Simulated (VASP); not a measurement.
# H9O4F in VASP: notebook, part 2 of 2

VASP 6.6.1. The steps go on from the part before.

## Step 5: Single point, PBEsol

Contents of INCAR:

```
SYSTEM = H9O4F
PREC = Accurate
ENCUT = 520
EDIFF = 1E-6
ISMEAR = -1
SIGMA = 0.02
LREAL = .False.
LASPH = .True.
NELM = 60
ALGO = Normal
ISIF = 2
LWAVE = .False.
LCHARG = .False.
GGA = PS
NBANDS = 33
```

Contents of KPOINTS:

```
Automatic mesh
0
Gamma
  1 1 1
  0 0 0
```

Contents of POSCAR:

```
H9O4F
1.0
    5.3601080000      0.0000000000      0.0000000000
    0.0000000000      5.3601080000      0.0000000000
    0.0000000000      0.0000000000      5.3601080000
O H F
4 9 1
Direct
    0.2820838685      0.6038124605      0.4005143180
    0.8782285730      0.3596942450      0.0401671011
    0.7953757648     -0.1234863178      0.6452481928
    0.3904398941      0.2706848444      0.7771485201
    0.1818060382      0.4882550874      0.2751623661
    0.4287786739      0.7633428282      0.1543439050
    0.7890512654      0.5000832073      0.0512303110
    0.9809317275      0.3977531796     -0.1297548482
    0.8318302542     -0.2289506107      0.4860536392
    0.9390855557     -0.0215294169      0.6966464109
    0.3693582293      0.4961094068      0.5482911911
    0.4403642613      0.0889347752      0.7941631027
    0.3624553834      0.2496218360      0.9601485642
    0.5019301850      0.9246268918      1.0791387039
```

Command:

```bash
$ cat potpaw_PBE.64/O/POTCAR potpaw_PBE.64/H/POTCAR potpaw_PBE.64/F/POTCAR > POTCAR
$ mpirun -np 1 vasp_gam > vasp.out
```

It took 27 s on 1 thread of Intel Xeon 8259CL, shared host; peak memory 0.22 GiB.

The run converged. Its results:

```
Free energy            : -65.1011 eV
Pressure               : -4.3 GPa
Largest force          : 7.127 eV/Å
Band gap on the k mesh : 3.97 eV
```

Forces on the atoms (eV/Å):
```
O    0.132 -2.073 -0.749
O    5.419 -3.444 -3.093
O   -0.008 -1.392 -1.540
O   -0.402 -1.684  1.441
H    1.035  0.999  2.103
H    0.434  1.785  0.289
H   -3.180  4.587  0.360
H   -1.661 -0.826  2.786
H    0.176  1.914  2.318
H   -0.167 -0.576 -0.696
H   -1.429  0.811 -2.204
H    0.558  0.551 -1.760
H   -0.193  1.499 -0.130
F   -0.715 -2.150  0.873
```

Stress tensor (GPa, compression positive):
```
-1.62 -4.06 -0.76
-4.06 -1.94  1.98
-0.76  1.98 -9.39
```

Levels at points of the mesh, in eV from the valence-band top:
```tsv
k point	band 17	band 18	band 19	band 20	band 21	band 22	band 23	band 24
(0.00, 0.00, 0.00)	-1.10	-0.73	-0.34	0.00	3.97	7.49	8.24	8.60
```

Caveat: the k points lie up to 1.17 Å⁻¹ apart; the PAW data sets were made with another functional, which shifts forces and pressure a little.

## Step 6: Molecular dynamics, PBEsol

Contents of INCAR:

```
  PREC = Accurate
  ENCUT = 520
  EDIFF = 1E-5
  ISMEAR = -1
  SIGMA = 0.02
  LREAL = F
  LASPH = T
  NELM = 80
  ALGO = Normal
  ISIF = 2
  LWAVE = F
  LCHARG = F
  GGA = PS
  NBANDS = 33
  IBRION = 0
  NSW = 40
  POTIM = 0.5
  TEBEG = 1500.0
  TEEND = 1500.0
  ISYM = 0
  NELMIN = 4
  RANDOM_SEED = 38341 0 0
  MDALGO = 1
  ANDERSEN_PROB = 0.0
```

Contents of KPOINTS:

```
Automatic mesh
0
Gamma
  1 1 1
```

Contents of POSCAR:

```
H9O4F
1.0
    5.3601080000      0.0000000000      0.0000000000
    0.0000000000      5.3601080000      0.0000000000
    0.0000000000      0.0000000000      5.3601080000
O H F
4 9 1
Direct
    0.2522152700      0.7567594700      0.3032875700
    0.9777636000      0.3222234500      0.2241545000
    0.7817507900     -0.0093282700      0.8009130200
    0.3638015700      0.4475333300      0.6004022300
    0.0723558300      0.7376683600      0.2467932500
    0.3638533000      0.6281053200      0.1759633700
    0.9446367800      0.3398404500      0.0440172700
    1.0226455000      0.1377179400      0.2322080700
    0.6694354300      0.1072367900      0.9085446000
    0.7252276900     -0.1661927900      0.9071511500
    0.2511879900      0.6511724100      0.4593478400
    0.2336279900      0.3640509100      0.6951309200
    0.4615529500      0.5474514900      0.7487021700
    0.5079032300      0.5497766700      0.9929612400
```

Potentials or basis: VASP PAW PBE potentials, release 64 (O, H, F).

Command:

```bash
$ cat potpaw_PBE.64/O/POTCAR potpaw_PBE.64/H/POTCAR potpaw_PBE.64/F/POTCAR > POTCAR
$ mpirun -np 1 vasp_gam > vasp.out
```

OUTCAR:

```text
PREC = Accurate
   ENCUT = 520
   EDIFF = 1E-5
   ISMEAR = -1
   LREAL = F
   LASPH = T
   NELM = 80
   ISIF = 2
   GGA = PS
   IBRION = 0
   NSW = 40
   POTIM = 0.5
   TEBEG = 1500.0
   ISYM = 0
   NELMIN = 4

 ion  position               nearest neighbor table
   1  0.252  0.757  0.303-  11 1.01   5 1.02   6 1.14
   2  0.978  0.322  0.224-   7 0.99   8 1.02
   3  0.782  0.991  0.801-   9 1.04  10 1.06
   4  0.364  0.448  0.600-  12 0.97  13 1.09
   5  0.072  0.738  0.247-   1 1.02
   6  0.364  0.628  0.176-   1 1.14  14 1.32
   7  0.945  0.340  0.044-   2 0.99
   8  0.023  0.138  0.232-   2 1.02
   9  0.669  0.107  0.909-   3 1.04
  10  0.725  0.834  0.907-   3 1.06
  11  0.251  0.651  0.459-   1 1.01
  12  0.234  0.364  0.695-   4 0.97
  13  0.462  0.547  0.749-   4 1.09  14 1.33
  14  0.508  0.550  0.993-   6 1.32  13 1.33

IMPORTANT INFORMATION: All symmetrisations will be switched off!
NOSYMM: (Re-)initialisation of all symmetry stuff for point group C_1.

----------------------------------------------------------------------------------------

                                     Primitive cell
[... 310 lines left out ...]
  total energy   ETOTAL =       -63.395584 eV

[... ionic steps 4 to 37 ...]

--------------------------------------- Ionic step       38  -------------------------------------------

 number of electron      39.9999997 magnetization

------------------------ aborting loop because EDIFF is reached ----------------------------------------
[... 111 lines left out ...]
--------------------------------------- Ionic step       40  -------------------------------------------

 number of electron      39.9999987 magnetization

 Free energy of the ion-electron system (eV)
  ---------------------------------------------------
  ext. energy  EPLUGINS =         0.00000000
  ---------------------------------------------------
  free energy    TOTEN  =       -65.68755519 eV

  energy without entropy =      -65.68755519  energy(sigma->0) =      -65.68755519

 E-fermi :  -3.1755     XC(G=0):  -6.5227

 val. band max:       -3.6920504361   @ k =   0.0000   0.0000   0.0000
 cond. band min:       0.2655537875   @ k =   0.0000   0.0000   0.0000
 fundamental gap:      3.9576042237
 Fermi energy:        -3.1754937647

 k-point     1 :       0.0000    0.0000    0.0000
  band No.  band energies     occupation
      1     -25.1046      2.00000
      2     -23.6080      2.00000
      3     -22.5669      2.00000
      4     -21.5722      2.00000
      5     -20.9913      2.00000
      6     -11.4396      2.00000
[... 24 lines left out ...]
     31       8.5294      0.00000
     32       8.7708      0.00000
 [bands above 32 left out]

------------------------ aborting loop because EDIFF is reached ----------------------------------------

  FORCE on cell =-STRESS in cart. coord.  units (eV):
  Direction    XX          YY          ZZ          XY          YZ          ZX
  --------------------------------------------------------------------------------------
  -------------------------------------------------------------------------------------
  Total        0.0568213     -2.3446728     -2.6585852     -1.0659997      0.3655510      0.6686016
  in kB        0.5911551    -24.3933928    -27.6592589    -11.0903958      3.8031020      6.9559643
  external PRESSURE =     -17.1538322 kB  Pullay stress =       0.0000000 kB
[... 35 lines left out ...]
  ENERGY OF THE ELECTRON-ION-THERMOSTAT SYSTEM (eV)
  ---------------------------------------------------
% ion-electron   TOTEN  =       -65.687555  see above
  kinetic energy EKIN   =         2.287943
  kin. lattice  EKIN_LAT=         0.000000  (temperature 1361.55 K)
  nose potential ES     =         0.000000
  nose kinetic   EPS    =         0.000000
  ---------------------------------------------------
  total energy   ETOTAL =       -63.399612 eV
```

CONTCAR:

```text
H9O4F
   1.00000000000000
     5.3601080000000003    0.0000000000000000    0.0000000000000000
     0.0000000000000000    5.3601080000000003    0.0000000000000000
     0.0000000000000000    0.0000000000000000    5.3601080000000003
  O               H               F
     4     9     1
Direct
     0.2283660026726860    0.7244929906947526    0.2788532060842734
     0.9571918878808640    0.3499223853866325    0.2487652799596702
[... 29 lines left out ...]
  0.500000000000000
  0.10000000E+01  0.00000000E+00  0.00000000E+00  0.00000000E+00
  0.22803775E+00  0.72454291E+00  0.27801546E+00
  0.95693508E+00  0.35043396E+00  0.24926128E+00
  0.70608541E+00  0.29386851E-02  0.78806829E+00
  0.39994937E+00  0.46719010E+00  0.60053361E+00
  0.13024567E+00  0.54968169E+00  0.25392752E+00
  0.35820841E+00  0.78260792E+00  0.16279568E+00
[... 34 lines left out ...]
  0.00000000E+00  0.00000000E+00  0.00000000E+00
  0.00000000E+00  0.00000000E+00  0.00000000E+00
```

It took 6.9 min on 1 thread of Intel Xeon 8259CL, shared host; peak memory 0.24 GiB.

Caveat: the k points lie up to 1.17 Å⁻¹ apart; the PAW data sets were made with another functional, which shifts forces and pressure a little.
